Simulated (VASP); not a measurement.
# Al32Cu (a cell with a defect) in VASP: notebook

Runs on Al32Cu (a cell with a defect). Level: PBEsol. Tasks: single point.

Program: VASP 6.6.1. These are calculated values, not measurements. Logs are shortened: lines on timing, memory, paths and dates and some standing lists are left out, and cuts for length are marked.

## Step 1: The cell of the first run

The cell holds a defect, 33 atoms: a = 8.100 Å, b = 8.100 Å, c = 8.100 Å, α = 90.00°, β = 90.00°, γ = 90.00°.

## Step 2: Single point, PBEsol

Contents of INCAR:

```
PREC = Accurate
ENCUT = 520
EDIFF = 1E-6
ISMEAR = -1
SIGMA = 0.05
LREAL = Auto
LASPH = T
NELM = 100
ALGO = Normal
ISIF = 2
LWAVE = F
LCHARG = T
GGA = PS
LELF = T
LVHAR = T
NBANDS = 76
```

Contents of KPOINTS:

```
regular mesh
0
Gamma
  2 2 2
```

Contents of POSCAR:

```
Al32Cu
1.0
    8.1000000000      0.0000000000      0.0000000000
    0.0000000000      8.1000000000      0.0000000000
    0.0000000000      0.0000000000      8.1000000000
Al Cu
32 1
Direct
    0.5042035802     -0.0027393827      0.0001524691
    0.7311067901      0.2683406173      0.0001459259
    0.7571809877     -0.0044497531      0.2404411111
    0.0009651852      0.0821833333      0.0001597531
    0.2709365432      0.2481908642      0.0001518519
    0.4792920988      0.4924819753      0.0001472840
    0.7046372840      0.7150229630      0.0001392593
    0.2532551852      0.0040092593      0.2550137037
    0.5024949383      0.2451380247      0.2553441975
    0.7427902469      0.4925975309      0.2658502469
    0.5020793827     -0.0003464198      0.5001560494
    0.7466008642      0.2383345679      0.5001491358
    0.7571949383     -0.0044579012      0.7598685185
    0.0042230864      0.4849849383      0.0001495062
    0.2665993827      0.7537306173      0.0001582716
    0.0009123457      0.2595144444      0.2689513580
    0.2535508642      0.4951809877      0.2564130864
    0.4962169136      0.7483309877      0.2574729630
    0.0032090123      0.0034112346      0.5001595062
    0.2556274074      0.2497572840      0.5001614815
    0.4964729630      0.4968367901      0.5001461728
    0.7421479012      0.7524949383      0.5001454321
    0.2532375309      0.0040009877      0.7453179012
    0.5024882716      0.2451144444      0.7449381481
    0.7427779012      0.4925880247      0.7344549383
    0.0039095062      0.7441860494      0.2832234568
    0.0009286420      0.4965169136      0.5001408642
    0.2592524691      0.7501500000      0.5001513580
    0.0009145679      0.2595216049      0.7313733333
    0.2535492593      0.4951809877      0.7438756790
    0.4962071605      0.7483355556      0.7428403704
    0.0038974074      0.7441569136      0.7170618519
   -0.0248467901      0.7984190123      0.0001345679
```

Potentials or basis: VASP PAW PBE potentials, release 64 (Al, Cu).

Run with:

```sh
$ cat potpaw_PBE.64/Al/POTCAR potpaw_PBE.64/Cu/POTCAR > POTCAR
$ mpirun -np 1 vasp_std > vasp.out
```

OUTCAR:

```text
PREC = Accurate
   ENCUT = 520
   EDIFF = 1E-6
   ISMEAR = -1
   LREAL = Auto
   LASPH = T
   NELM = 100
   ISIF = 2
   GGA = PS

 ion  position               nearest neighbor table
   1  0.504  0.997  0.000-  15 2.76   5 2.78   7 2.80   3 2.83  13 2.83   2 2.86  24 2.88   9 2.88
                            23 2.90   8 2.90  31 2.90  18 2.90
   2  0.731  0.268  0.000-   4 2.66   6 2.73   9 2.78  24 2.78  25 2.82  10 2.82  14 2.82   1 2.86
                            13 2.95   3 2.95  29 3.09  16 3.09
   3  0.757  0.996  0.240-   1 2.83   4 2.86  26 2.87  12 2.88  22 2.88   9 2.89  19 2.90  18 2.91
                            16 2.92  11 2.95   2 2.95   7 3.02  33 3.08
   4  0.001  0.082  0.000-  33 2.31   5 2.57  29 2.61  16 2.61   2 2.66  13 2.86   3 2.86  23 2.97
                             8 2.97  14 3.26
   5  0.271  0.248  0.000-   4 2.57   6 2.60   1 2.78   9 2.79  24 2.79  23 2.86   8 2.86  17 2.89
                            30 2.89  14 2.89  29 3.09  16 3.09
   6  0.479  0.492  0.000-   7 2.57   5 2.60  15 2.73   2 2.73  17 2.77  30 2.77   9 2.88  24 2.89
                            31 2.94  18 2.94  25 3.03  10 3.03
   7  0.705  0.715  0.000-  33 2.29   6 2.57  31 2.70  18 2.70   1 2.80  25 2.82  10 2.82  13 3.02
                             3 3.02  14 3.06  32 3.34  26 3.35
   8  0.253  0.004  0.255-   9 2.81  20 2.81  11 2.83  19 2.84  18 2.86  28 2.86   5 2.86  15 2.90
                             1 2.90  16 2.91  26 2.93   4 2.97
   9  0.502  0.245  0.255-   2 2.78   5 2.79  10 2.80  12 2.80  11 2.81   8 2.81  20 2.82  21 2.84
                            17 2.86   1 2.88   6 2.88   3 2.89
  10  0.743  0.493  0.266-  21 2.75   9 2.80  12 2.80  16 2.82   2 2.82   7 2.82  27 2.82  22 2.83
                            18 2.88  26 2.94  14 3.02   6 3.03
  11  0.502  1.000  0.500-  12 2.77  22 2.79  24 2.81   9 2.81  28 2.82   8 2.83  23 2.83  31 2.83
                            18 2.83  20 2.84   3 2.95  13 2.95
  12  0.747  0.238  0.500-  11 2.77  16 2.79  29 2.79  24 2.80  25 2.80  10 2.80   9 2.80  19 2.82
                             3 2.88  13 2.88  21 2.91  27 2.94
  13  0.757  0.996  0.760-   1 2.83   4 2.86  32 2.87  12 2.88  22 2.88  24 2.89  19 2.90  31 2.92
                            29 2.92  11 2.95   2 2.95   7 3.02  33 3.07
  14  0.004  0.485  0.000-  33 2.55   2 2.82  29 2.84  16 2.84   5 2.89  17 2.90  30 2.90  10 3.02
                            25 3.02  15 3.04   7 3.06  32 3.11  26 3.11   4 3.26
  15  0.267  0.754  0.000-  33 2.39   6 2.73   1 2.76  31 2.79  18 2.79  23 2.90   8 2.90  17 2.95
                            30 2.95  14 3.04  26 3.13  32 3.13
  16  0.001  0.260  0.269-   4 2.61  27 2.68  20 2.79  12 2.79  19 2.79  17 2.80  10 2.82  14 2.84
                             8 2.91   3 2.92   2 3.09   5 3.09
  17  0.254  0.495  0.256-   6 2.77  21 2.79  16 2.80  20 2.80  18 2.84  27 2.84  28 2.86   9 2.86
                            26 2.86   5 2.89  14 2.90  15 2.95
  18  0.496  0.748  0.257-   7 2.70  28 2.75  15 2.79  22 2.80  11 2.83  21 2.83  17 2.84   8 2.86
                            10 2.88   1 2.90   3 2.91   6 2.94
  19  0.003  0.003  0.500-  26 2.74  32 2.74  16 2.79  29 2.79  12 2.82  23 2.84   8 2.84  20 2.86
                            13 2.90   3 2.90  28 2.92  22 2.93
  20  0.256  0.250  0.500-  29 2.79  16 2.79  21 2.79  30 2.80  17 2.80   8 2.81  23 2.81  24 2.82
                             9 2.82  11 2.84  19 2.86  27 2.87
  21  0.496  0.497  0.500-  10 2.75  25 2.75  30 2.79  17 2.79  20 2.79  28 2.81  18 2.83  31 2.83
                             9 2.84  24 2.84  22 2.87  12 2.91
  22  0.742  0.752  0.500-  32 2.75  26 2.75  11 2.79  18 2.80  31 2.80  10 2.83  25 2.83  21 2.87
                             3 2.88  13 2.88  19 2.93  27 2.95
  23  0.253  0.004  0.745-  24 2.81  20 2.81  11 2.83  19 2.84  31 2.86  28 2.86   5 2.86  15 2.90
[... 6 lines left out ...]
                            10 2.94  14 3.11  15 3.13   7 3.35
  27  0.001  0.497  0.500-  32 2.67  26 2.67  16 2.68  29 2.68  10 2.82  25 2.82  17 2.84  30 2.84
                            20 2.87  28 2.93  12 2.94  22 2.95
  28  0.259  0.750  0.500-  32 2.71  26 2.71  18 2.75  31 2.75  21 2.81  11 2.82  30 2.86  17 2.86
                             8 2.86  23 2.86  19 2.92  27 2.93
  29  0.001  0.260  0.731-   4 2.61  27 2.68  20 2.79  12 2.79  19 2.79  30 2.80  25 2.82  14 2.84
                            23 2.91  13 2.92   2 3.09   5 3.09
  30  0.254  0.495  0.744-   6 2.77  21 2.79  29 2.80  20 2.80  31 2.84  27 2.84  28 2.86  24 2.86
                            32 2.86   5 2.89  14 2.90  15 2.95
  31  0.496  0.748  0.743-   7 2.70  28 2.75  15 2.79  22 2.80  11 2.83  21 2.83  30 2.84  23 2.86
                            25 2.88   1 2.90  13 2.92   6 2.94
  32  0.004  0.744  0.717-  33 2.35  27 2.67  28 2.71  19 2.74  22 2.75  30 2.86  13 2.87  23 2.93
                            25 2.94  14 3.11  15 3.13   7 3.34
  33  0.975  0.798  0.000-   7 2.29   4 2.31  32 2.35  26 2.35  15 2.39  14 2.55  13 3.07   3 3.08

  LATTYP: Found a simple cubic cell.
 ALAT       =     8.1000000000

  Lattice vectors:

 A1 = (   8.1000000000,   0.0000000000,   0.0000000000)
 A2 = (   0.0000000000,   8.1000000000,   0.0000000000)
 A3 = (   0.0000000000,   0.0000000000,   8.1000000000)

Analysis of symmetry for initial positions (statically):
=====================================================================
 Subroutine PRICEL returns:
 Original cell was already a primitive cell.

 Routine SETGRP: Setting up the symmetry group for a
 simple cubic supercell.

 Subroutine GETGRP returns: Found  1 space group operations
 (whereof  1 operations were pure point group operations)
 out of a pool of 48 trial point group operations.

[... 110 lines left out ...]
 Grid dimensions read from file:
 generate k-points for:    2    2    2

 Generating k-lattice:

  Cartesian coordinates                     Fractional coordinates (reciprocal lattice)
     0.061728395  0.000000000  0.000000000     0.500000000  0.000000000  0.000000000
     0.000000000  0.061728395  0.000000000     0.000000000  0.500000000  0.000000000
     0.000000000  0.000000000  0.061728395     0.000000000  0.000000000  0.500000000

  Length of vectors
     0.061728395  0.061728395  0.061728395

  Shift w.r.t. Gamma in fractional coordinates (k-lattice)
     0.000000000  0.000000000  0.000000000

 Subroutine IBZKPT returns following result:
 ===========================================

 Found      8 irreducible k-points:

 Following reciprocal coordinates:
            Coordinates               Weight
  0.000000  0.000000  0.000000      1.000000
  0.500000  0.000000  0.000000      1.000000
  0.000000  0.500000  0.000000      1.000000
  0.000000  0.000000  0.500000      1.000000
  0.500000  0.500000  0.000000      1.000000
  0.000000  0.500000  0.500000      1.000000
  0.500000  0.000000  0.500000      1.000000
  0.500000  0.500000  0.500000      1.000000
   k-points           NKPTS =      8   k-points in BZ     NKDIM =      8   number of bands    NBANDS=     76
   number of dos      NEDOS =    301   number of ions     NIONS =     33
   total plane-waves  NPLWV = 216000
   dimension x,y,z NGX =    60 NGY =   60 NGZ =   60
   dimension x,y,z NGXF=   120 NGYF=  120 NGZF=  120
   ions per type =              32   1
   NGX,Y,Z   is equivalent  to a cutoff of  12.31, 12.31, 12.31 a.u.
   NGXF,Y,Z  is equivalent  to a cutoff of  24.63, 24.63, 24.63 a.u.
 SYSTEM =  unknown system
   PREC   = accura    normal or accurate (medium, high low for compatibility)
   ISTART =      0    job   : 0-new  1-cont  2-samecut
   ICHARG =      2    charge: 1-file 2-atom 10-const
   ISPIN  =      1    spin polarized calculation?
   LNONCOLLINEAR =      F non collinear calculations
   LSORBIT =      F    spin-orbit coupling
   LASPH  =      T    aspherical Exc in radial PAW
   ENCUT  =  520.0 eV  38.22 Ry    6.18 a.u.  15.06 15.06 15.06*2*pi/ulx,y,z
   NELM   =    100;   NELMIN=  2; NELMDL= -5     # of ELM steps
   EDIFF  = 0.1E-05   stopping-criterion for ELM
   LREAL  =      T    real-space projection
   EDIFFG = 0.1E-04   stopping-criterion for IOM
   NSW    =      0    number of steps for IOM
   IBRION =     -1    ionic relax: 0-MD 1-quasi-New 2-CG
   NFREE  =      0    steps in history (QN), initial steepest desc. (CG)
   ISIF   =      2    stress and relaxation
   ISYM   =      2    0-nonsym 1-usesym 2-fastsym
   POTIM  = 0.5000    time-step for ionic-motion
   TEBEG  =    0.0;   TEEND  =   0.0 temperature during run
   PSTRESS=    0.0 pullay stress
   NELECT =     107.0000    total number of electrons
   NUPDOWN=      -1.0000    fix difference up-down
   EMIN   =  10.00;   EMAX   =-10.00  energy-range for DOS
   EFERMI =   0.00;   METHOD = LEGACY
   ISMEAR =    -1;   SIGMA  =   0.05  broadening in eV -4-tet -1-fermi 0-gaus
   EFERMI_NEDOS =   21; number of points for ismear=-14 and -15
   IALGO  =     38    algorithm
   IMIX   =      4    mixing-type and parameters
     AMIX     =   0.40;   BMIX     =  1.00
     AMIX_MAG =   1.60;   BMIX_MAG =  1.00
  volume/ion in A,a.u.               =      16.10       108.68
  Fermi-wavevector in a.u.,A,eV,Ry     =   0.959513  1.813218 12.526422  0.920666
  Thomas-Fermi vector in A             =   2.088716
   LORBIT       =      0    0 simple, 1 ext, 2 COOP (PROOUT), +10 PAW based schemes
   GGA     = PS    functional components
   LHFCALC =     F    Hartree Fock is set to
   AEXX    =    0.0000 exact exchange contribution
   IVDW    =     0    specifies the selected vdW correction
   LEPSILON=     F    determine dielectric tensor
   LRPA    =     F    only Hartree local field effects (RPA)
 non-spin polarized calculation
  energy-cutoff  :      520.00
  volume of cell :      531.44
 maximum number of plane-waves:     14400
   NGX = 31   NGY = 31   NGZ = 31

 number of electron     106.9999991 magnetization

 Free energy of the ion-electron system (eV)
  ---------------------------------------------------
  ext. energy  EPLUGINS =         0.00000000
  ---------------------------------------------------
  free energy    TOTEN  =      -134.26825204 eV

  energy without entropy =     -134.15570175  energy(sigma->0) =     -134.21197690

 E-fermi :   7.7761     XC(G=0): -10.3624

 val. band max:        7.7593387603   @ k =   0.5000   0.0000   0.0000
 cond. band min:       7.7961795302   @ k =   0.0000   0.0000   0.5000
 fundamental gap:      0.0368407699
 Fermi energy:         7.7761398383

 k-point     1 :       0.0000    0.0000    0.0000
  band No.  band energies     occupation
      1      -3.1174      2.00000
      2      -1.0542      2.00000
      3      -0.9944      2.00000
      4      -0.8441      2.00000
      5      -0.8097      2.00000
      6      -0.7899      2.00000
[... 533 lines left out ...]
     64      11.1871      0.00000
     65      11.2635      0.00000
 [bands above 65 left out]

------------------------ aborting loop because EDIFF is reached ----------------------------------------

  FORCE on cell =-STRESS in cart. coord.  units (eV):
  Direction    XX          YY          ZZ          XY          YZ          ZX
  --------------------------------------------------------------------------------------
  -------------------------------------------------------------------------------------
  Total        5.9016750      3.5750514      5.3730199      2.1551003      0.0007128      0.0011289
  in kB       17.7922477     10.7779910     16.1984692      6.4971519      0.0021490      0.0034033
  external PRESSURE =      14.9229026 kB  Pullay stress =       0.0000000 kB

 VOLUME and BASIS-vectors are now :
 -----------------------------------------------------------------------------
  energy-cutoff  :      520.00
  volume of cell :      531.44
      direct lattice vectors                 reciprocal lattice vectors
     8.100000000  0.000000000  0.000000000     0.123456790  0.000000000  0.000000000
     0.000000000  8.100000000  0.000000000     0.000000000  0.123456790  0.000000000
     0.000000000  0.000000000  8.100000000     0.000000000  0.000000000  0.123456790

 POSITION                                       TOTAL-FORCE (eV/Angst)
 -----------------------------------------------------------------------------------
      4.08405      8.07781      0.00123        -0.042191      0.076064     -0.000808
      5.92196      2.17356      0.00118         0.046585     -0.076930      0.000150
      6.13317      8.06396      1.94757        -0.029248      0.007593      0.018872
      0.00782      0.66568      0.00129        -0.005337     -0.163416      0.001714
      2.19459      2.01035      0.00123        -0.097590      0.059632     -0.000653
      3.88227      3.98910      0.00119         0.122611     -0.052145     -0.000497
[... 25 lines left out ...]
      0.03157      6.02767      5.80820         0.004244      0.005836     -0.078267
      7.89874      6.46719      0.00109         0.187384     -0.211191      0.000324
 -----------------------------------------------------------------------------------
    total drift:                               -0.006182      0.005113      0.000442

  FREE ENERGIE OF THE ION-ELECTRON SYSTEM (eV)
  ---------------------------------------------------
  free  energy   TOTEN  =      -134.2682520418 eV

  energy  without entropy=     -134.1557017540  energy(sigma->0) =     -134.21197690
```

Run time: 9.9 min. Hardware: 1 thread of Oxide Virtual Turin-like, shared host; peak memory 0.54 GiB.

Results:

| Item | Value |
| --- | --- |
| Free energy | -134.2683 eV |
| Pressure | 1.5 GPa |
| Largest force | 0.282 eV/Å |
| Band gap on the k mesh | zero (an odd number of electrons rules out a gap without spin polarisation) |

Forces on the atoms (eV/Å):
```
Al  -0.042  0.076 -0.001
Al   0.047 -0.077  0.000
Al  -0.029  0.008  0.019
Al  -0.005 -0.163  0.002
Al  -0.098  0.060 -0.001
Al   0.123 -0.052  0.000
Al  -0.074  0.253  0.000
Al  -0.009  0.000 -0.012
Al  -0.019  0.011 -0.012
Al  -0.018  0.024 -0.072
Al   0.013  0.021  0.000
Al  -0.004  0.042  0.001
Al  -0.030  0.007 -0.017
Al  -0.065  0.037 -0.001
Al   0.141 -0.054  0.000
Al  -0.017 -0.004 -0.066
Al   0.017 -0.012 -0.010
Al  -0.006  0.018  0.019
Al  -0.022  0.049  0.001
Al  -0.022 -0.004  0.001
Al   0.014 -0.002  0.001
Al  -0.018 -0.014  0.000
Al  -0.008  0.001  0.011
Al  -0.019  0.012  0.015
Al  -0.018  0.024  0.071
Al   0.004  0.006  0.078
Al  -0.029 -0.058  0.000
Al   0.006 -0.002  0.000
Al  -0.017 -0.004  0.065
Al   0.017 -0.012  0.010
Al  -0.005  0.017 -0.021
Al   0.004  0.006 -0.078
Cu   0.187 -0.211  0.000
```

Stress tensor (GPa, compression positive):
```
1.78 0.65 0.00
0.65 1.08 0.00
0.00 0.00 1.62
```

Levels at points of the mesh, in eV from the Fermi level:
| k point | band 51 | band 52 | band 53 | band 54 | band 55 | band 56 |
| --- | --- | --- | --- | --- | --- | --- |
| (0.00, 0.00, 0.00) | 0.10 | 0.16 | 0.40 | 0.47 | 0.53 | 0.53 |
| (0.50, 0.00, 0.00) | -0.21 | -0.17 | -0.09 | -0.04 | -0.02 | 0.06 |
| (0.00, 0.50, 0.00) | -0.18 | -0.16 | -0.16 | -0.09 | -0.08 | 0.05 |
| (0.00, 0.00, 0.50) | -0.17 | -0.17 | -0.13 | -0.07 | 0.02 | 0.07 |
| (0.50, 0.50, 0.00) | -0.27 | -0.19 | 0.19 | 0.82 | 0.87 | 0.96 |
| (0.00, 0.50, 0.50) | -0.25 | -0.21 | 0.17 | 0.79 | 0.88 | 0.94 |
| (0.50, 0.00, 0.50) | -0.25 | -0.22 | 0.03 | 0.77 | 0.80 | 0.93 |
| (0.50, 0.50, 0.50) | -0.53 | -0.52 | -0.46 | -0.45 | -0.43 | -0.40 |

Caveat: the k points lie up to 0.39 Å⁻¹ apart, too coarse for converged energies and pressures of a metal; the PAW data sets were made with another functional, which shifts forces and pressure a little.

(Part 1 of 2 ends here.)

The gap in the log of VASP goes by the Fermi energy; the results here count the filled bands.